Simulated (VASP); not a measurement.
The system is NaF.

```
Na F
1.0
     0.00000    2.29717    2.29717
     2.29717    0.00000    2.29717
     2.29717    2.29717    0.00000
Na F
1 1
Direct
  0.00000 0.00000 0.00000
  0.50000 0.50000 0.50000
```

Program: VASP 6.6.1. Alike in all runs: task single point; potentials or basis VASP PAW PBE potentials, release 64 (Na_pv, F); no spin polarisation; cell as given; k mesh 6 × 6 × 6; cutoff (eV) 520; smearing gaussian 0.01 eV.

Question: Order these runs on this cell by their pressure, lowest first.
A. level r2SCAN
B. level PBE0; grid for exact exchange (PRECFOCK) Normal; share of exact exchange 0.25
C. level PBE

Answer: A (-0.8 GPa), B (1.6 GPa), C (3.5 GPa).

Caveats: the PAW data sets were made with another functional, which shifts forces and pressure a little (at least some runs); the cell stands under pressure (at least some runs).
